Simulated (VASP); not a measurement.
# Cd (P6_3/mmc) in VASP: a series of runs

Cd is run at these levels: PBE; tasks: single point.

Program: VASP 6.6.1. These are calculated values, not measurements. Logs are shortened: lines on timing, memory, paths and dates and some standing lists are left out, and cuts for length are marked.

## Step 1: The cell of the first run

Symmetry: P6_3/mmc, No. 194, hexagonal system. The conventional cell has a = 3.019 Å, b = 3.019 Å, c = 11.665 Å, α = 90.00°, β = 90.00°, γ = 120.00°. Within 4.0 Å of Cd (site symmetry -3m) lie 12 Cd at 3.02 to 3.40 Å. Cd (site symmetry -6m2) has 12 Cd at 3.02 to 3.40 Å within 4.0 Å.

## Step 2: Single point, PBE

INCAR

```
PREC     = Accurate       # precision mode
ENCUT    = 520            # plane-wave cutoff, eV
EDIFF    = 1E-6           # SCF threshold, eV
ISMEAR   = 0              # smearing method
SIGMA    = 0.1            # smearing width, eV
LREAL    = F              # projectors in reciprocal space
LASPH    = T              # aspherical terms in the spheres
NELM     = 80             # most SCF steps
ALGO     = Fast           # electronic algorithm
ISIF     = 2              # what is computed and relaxed
LWAVE    = F              # write WAVECAR
LCHARG   = F              # write CHGCAR
GGA      = PE             # functional
NBANDS   = 32             # bands
```

KPOINTS

```
Automatic mesh
0
Gamma
  18 18 6
```

POSCAR

```
Cd
1.0
    3.0190127841      0.0000000000      0.0000000000
   -1.5095063920      2.6145417654      0.0000000000
    0.0000000000      0.0000000000     11.6645755110
Cd
4
Direct
    0.0000000000      0.0000000000      0.5000000000
    0.0000000000      0.0000000000      0.0000000000
    0.3333333333      0.6666666667      0.7500000000
    0.6666666667      0.3333333333      0.2500000000
```

Potentials or basis: VASP PAW PBE potentials, release 64 (Cd).

Started as:

```sh
$ cat potpaw_PBE.64/Cd/POTCAR > POTCAR
$ mpirun -np 1 vasp_std > vasp.out
```

OUTCAR:

```text
PREC = Accurate
   ENCUT = 520
   EDIFF = 1E-6
   ISMEAR = 0
   LREAL = F
   LASPH = T
   NELM = 80
   ISIF = 2
   GGA = PE

 ion  position               nearest neighbor table
   1  0.000  0.000  0.500-   3 3.40   4 3.40   3 3.40   4 3.40   4 3.40   3 3.40
   2  0.000  0.000  0.000-   3 3.40   4 3.40   3 3.40   4 3.40   4 3.40   3 3.40
   3  0.333  0.667  0.750-   1 3.40   2 3.40   1 3.40   2 3.40   1 3.40   2 3.40
   4  0.667  0.333  0.250-   1 3.40   2 3.40   1 3.40   2 3.40   1 3.40   2 3.40

  LATTYP: Found a hexagonal cell.
 ALAT       =     3.0190127841
 C/A-ratio  =     3.8637052392

  Lattice vectors:

 A1 = (   3.0190127841,   0.0000000000,   0.0000000000)
 A2 = (  -1.5095063920,   2.6145417654,   0.0000000000)
 A3 = (   0.0000000000,   0.0000000000,  11.6645755110)

Analysis of symmetry for initial positions (statically):
=====================================================================
 Subroutine PRICEL returns:
 Original cell was already a primitive cell.

 Routine SETGRP: Setting up the symmetry group for a
 hexagonal supercell.

 Subroutine GETGRP returns: Found 24 space group operations
 (whereof 12 operations were pure point group operations)
 out of a pool of 24 trial point group operations.

The static configuration has the point symmetry D_3d.
 The point group associated with its full space group is D_6h.

Analysis of symmetry for dynamics (positions and initial velocities):
=====================================================================
 Subroutine PRICEL returns:
 Original cell was already a primitive cell.

 Routine SETGRP: Setting up the symmetry group for a
 hexagonal supercell.

 Subroutine GETGRP returns: Found 24 space group operations
 (whereof 12 operations were pure point group operations)
 out of a pool of 24 trial point group operations.

The dynamic configuration has the point symmetry D_3d.
 The point group associated with its full space group is D_6h.

 Subroutine INISYM returns: Found 24 space group operations
 (whereof 12 operations are pure point group operations),
 and found     1 'primitive' translations

----------------------------------------------------------------------------------------

                                     Primitive cell

  volume of cell :      92.0724

  direct lattice vectors                    reciprocal lattice vectors
     3.019012784  0.000000000  0.000000000     0.331234106  0.191238100  0.000000000
    -1.509506392  2.614541765  0.000000000     0.000000000  0.382476200  0.000000000
     0.000000000  0.000000000 11.664575511     0.000000000  0.000000000  0.085729652

  length of vectors
     3.019012784  3.019012784 11.664575511     0.382476200  0.382476200  0.085729652

  position of ions in fractional coordinates (direct lattice)
     0.000000000  0.000000000  0.500000000
     0.000000000  0.000000000  0.000000000
     0.333333333  0.666666667  0.750000000
     0.666666667  0.333333333  0.250000000

  ion indices of the primitive-cell ions
   primitive index   ion index
                 1           1
                 2           2
                 3           3
                 4           4

----------------------------------------------------------------------------------------

 KPOINTS: Automatic mesh

Automatic generation of k-mesh.
 Grid dimensions read from file:
 generate k-points for:   18   18    6

 Generating k-lattice:

  Cartesian coordinates                     Fractional coordinates (reciprocal lattice)
     0.018401895  0.010624339  0.000000000     0.055555556 -0.000000000  0.000000000
     0.000000000  0.021248678  0.000000000     0.000000000  0.055555556  0.000000000
     0.000000000  0.000000000  0.014288275     0.000000000  0.000000000  0.166666667

  Length of vectors
     0.021248678  0.021248678  0.014288275

  Shift w.r.t. Gamma in fractional coordinates (k-lattice)
     0.000000000  0.000000000  0.000000000

 Subroutine IBZKPT returns following result:
 ===========================================

 Found    148 irreducible k-points:

 Following reciprocal coordinates:
            Coordinates               Weight
  0.000000  0.000000  0.000000      1.000000
  0.055556  0.000000  0.000000      6.000000
  0.111111  0.000000  0.000000      6.000000
  0.166667  0.000000  0.000000      6.000000
  0.222222  0.000000  0.000000      6.000000
  0.277778  0.000000  0.000000      6.000000
[... 16 lines left out ...]
  0.333333  0.111111  0.000000     12.000000
  0.388889  0.111111  0.000000     12.000000
 [... further k-points ...]
   k-points           NKPTS =    148   k-points in BZ     NKDIM =    148   number of bands    NBANDS=     32
   number of dos      NEDOS =    301   number of ions     NIONS =      4
   total plane-waves  NPLWV =  51840
   dimension x,y,z NGX =    24 NGY =   24 NGZ =   90
   dimension x,y,z NGXF=    48 NGYF=   48 NGZF=  180
   ions per type =               4
   NGX,Y,Z   is equivalent  to a cutoff of  13.22, 13.22, 12.83 a.u.
   NGXF,Y,Z  is equivalent  to a cutoff of  26.43, 26.43, 25.65 a.u.
 SYSTEM =  unknown system
   PREC   = accura    normal or accurate (medium, high low for compatibility)
   ISTART =      0    job   : 0-new  1-cont  2-samecut
   ICHARG =      2    charge: 1-file 2-atom 10-const
   ISPIN  =      1    spin polarized calculation?
   LNONCOLLINEAR =      F non collinear calculations
   LSORBIT =      F    spin-orbit coupling
   LASPH  =      T    aspherical Exc in radial PAW
   ENCUT  =  520.0 eV  38.22 Ry    6.18 a.u.   5.61  5.61 21.69*2*pi/ulx,y,z
   NELM   =     80;   NELMIN=  2; NELMDL= -5     # of ELM steps
   EDIFF  = 0.1E-05   stopping-criterion for ELM
   LREAL  =      F    real-space projection
   EDIFFG = 0.1E-04   stopping-criterion for IOM
   NSW    =      0    number of steps for IOM
   IBRION =     -1    ionic relax: 0-MD 1-quasi-New 2-CG
   NFREE  =      0    steps in history (QN), initial steepest desc. (CG)
   ISIF   =      2    stress and relaxation
   ISYM   =      2    0-nonsym 1-usesym 2-fastsym
   POTIM  = 0.5000    time-step for ionic-motion
   TEBEG  =    0.0;   TEEND  =   0.0 temperature during run
   PSTRESS=    0.0 pullay stress
   NELECT =      48.0000    total number of electrons
   NUPDOWN=      -1.0000    fix difference up-down
   EMIN   =  10.00;   EMAX   =-10.00  energy-range for DOS
   EFERMI =   0.00;   METHOD = LEGACY
   ISMEAR =     0;   SIGMA  =   0.10  broadening in eV -4-tet -1-fermi 0-gaus
   EFERMI_NEDOS =   21; number of points for ismear=-14 and -15
   IALGO  =     68    algorithm
   IMIX   =      4    mixing-type and parameters
     AMIX     =   0.40;   BMIX     =  1.00
     AMIX_MAG =   1.60;   BMIX_MAG =  1.00
  volume/ion in A,a.u.               =      23.02       155.33
  Fermi-wavevector in a.u.,A,eV,Ry     =   1.317585  2.489875 23.620137  1.736031
  Thomas-Fermi vector in A             =   2.447616
   LORBIT       =      0    0 simple, 1 ext, 2 COOP (PROOUT), +10 PAW based schemes
   GGA     = PE    functional components
   LHFCALC =     F    Hartree Fock is set to
   AEXX    =    0.0000 exact exchange contribution
   IVDW    =     0    specifies the selected vdW correction
   LEPSILON=     F    determine dielectric tensor
   LRPA    =     F    only Hartree local field effects (RPA)
 non-spin polarized calculation
 RMM-DIIS sequential band-by-band and
 Gauss-broadening in eV      SIGMA  =   0.10
  energy-cutoff  :      520.00
  volume of cell :       92.07
 maximum number of plane-waves:      2527
 NGX is ok and might be reduce to    24
   NGX = 11   NGY = 11   NGZ = 43

 number of electron      47.9999978 magnetization

 Free energy of the ion-electron system (eV)
  ---------------------------------------------------
  ext. energy  EPLUGINS =         0.00000000
  ---------------------------------------------------
  free energy    TOTEN  =        -2.97707051 eV

  energy without entropy =       -2.97281903  energy(sigma->0) =       -2.97494477

 E-fermi :   2.5139     XC(G=0): -10.6891

 val. band max:        2.5001816510   @ k =   0.3889   0.2222   0.0000
 cond. band min:       2.5160886309   @ k =   0.2778   0.0000   0.1667
 fundamental gap:      0.0159069799
 Fermi energy:         2.5138573867

 k-point     1 :       0.0000    0.0000    0.0000
  band No.  band energies     occupation
      1      -7.1396      2.00000
      2      -7.0425      2.00000
      3      -7.0376      2.00000
      4      -6.9416      2.00000
      5      -6.5966      2.00000
      6      -6.5966      2.00000
[... 24 lines left out ...]
     31      17.1369      0.00000
     32      17.2205      0.00000

 k-point     2 :       0.0556    0.0000    0.0000
  band No.  band energies     occupation
      1      -7.1092      2.00000
      2      -7.0129      2.00000
      3      -7.0087      2.00000
      4      -6.9146      2.00000
      5      -6.6081      2.00000
      6      -6.5972      2.00000
[... 24 lines left out ...]
     31      16.4683      0.00000
     32      16.5814      0.00000

 k-point     3 :       0.1111    0.0000    0.0000
  band No.  band energies     occupation
      1      -7.0320      2.00000
      2      -6.9402      2.00000
      3      -6.9392      2.00000
      4      -6.8508      2.00000
      5      -6.6342      2.00000
      6      -6.6235      2.00000
[... 24 lines left out ...]
     31      14.6936      0.00000
     32      15.3671      0.00000

 k-point     4 :       0.1667    0.0000    0.0000
  band No.  band energies     occupation
      1      -6.9691      2.00000
      2      -6.8847      2.00000
      3      -6.8843      2.00000
      4      -6.7918      2.00000
      5      -6.6670      2.00000
      6      -6.6333      2.00000
[... 654 lines left out ...]
     31       9.5008      0.00000
     32      10.0783      0.00000

 k-point    23 :       0.3333    0.1111    0.0000
  band No.  band energies     occupation
      1      -7.1075      2.00000
      2      -7.0200      2.00000
      3      -7.0137      2.00000
      4      -6.9615      2.00000
      5      -6.8937      2.00000
      6      -6.7881      2.00000
[... 24 lines left out ...]
     31       9.2003      0.00000
     32       9.3460      0.00000

 k-point    24 :       0.3889    0.1111    0.0000
  band No.  band energies     occupation
      1      -7.1519      2.00000
      2      -7.0635      2.00000
      3      -7.0543      2.00000
      4      -7.0074      2.00000
      5      -6.9466      2.00000
      6      -6.8262      2.00000
[... 24 lines left out ...]
     31       8.9028      0.00000
     32       9.8280      0.00000

 [... further k-points ...]

------------------------ aborting loop because EDIFF is reached ----------------------------------------

  FORCE on cell =-STRESS in cart. coord.  units (eV):
  Direction    XX          YY          ZZ          XY          YZ          ZX
  --------------------------------------------------------------------------------------
  -------------------------------------------------------------------------------------
  Total        0.1998130      0.1998130      0.0880824      0.0000000     -0.0000000      0.0000000
  in kB        3.4770012      3.4770012      1.5327470      0.0000000     -0.0000000      0.0000000
  external PRESSURE =       2.8289165 kB  Pullay stress =       0.0000000 kB

 VOLUME and BASIS-vectors are now :
 -----------------------------------------------------------------------------
  energy-cutoff  :      520.00
  volume of cell :       92.07
      direct lattice vectors                 reciprocal lattice vectors
     3.019012784  0.000000000  0.000000000     0.331234106  0.191238100  0.000000000
    -1.509506392  2.614541765  0.000000000     0.000000000  0.382476200  0.000000000
     0.000000000  0.000000000 11.664575511     0.000000000  0.000000000  0.085729652

 POSITION                                       TOTAL-FORCE (eV/Angst)
 -----------------------------------------------------------------------------------
      0.00000      0.00000      5.83229        -0.000000     -0.000000     -0.000000
      0.00000      0.00000      0.00000        -0.000000     -0.000000     -0.000000
     -0.00000      1.74303      8.74843         0.000000     -0.000000      0.000000
      1.50951      0.87151      2.91614        -0.000000      0.000000     -0.000000
 -----------------------------------------------------------------------------------
    total drift:                                0.000000      0.000000     -0.000000

  FREE ENERGIE OF THE ION-ELECTRON SYSTEM (eV)
  ---------------------------------------------------
  free  energy   TOTEN  =        -2.9770705105 eV

  energy  without entropy=       -2.9728190318  energy(sigma->0) =       -2.97494477
```

Wall time 3.3 min (1 thread of Oxide Virtual Turin-like, shared host); peak memory 0.41 GiB.

What came out:

```
Free energy            : -2.9771 eV
Pressure               : 0.3 GPa
Band gap on the k mesh : zero (bands 24 and 25 overlap by 4.50 eV)
```

Stress tensor (GPa, compression positive):
```
0.35 0.00 0.00
0.00 0.35 0.00
0.00 0.00 0.15
```

Levels at points of the mesh, in eV from the Fermi level:
```csv
k point,band 21,band 22,band 23,band 24,band 25,band 26,band 27,band 28
"(0.00, 0.00, 0.00)",-8.41,-7.04,-7.04,-3.29,-2.81,3.21,3.21,9.60
"(0.50, 0.00, 0.00)",-2.03,-1.83,-1.28,-1.18,-0.09,-0.06,2.02,2.55
"(0.00, 0.00, 0.50)",-8.07,-8.07,-5.37,-5.37,-0.16,-0.16,6.90,6.90
"(0.50, 0.00, 0.50)",-1.86,-1.86,-1.46,-1.46,0.51,0.51,1.34,1.34
```

(Continued in part 2 of 2.)

The gap in the log of VASP goes by the Fermi energy; the results here count the filled bands.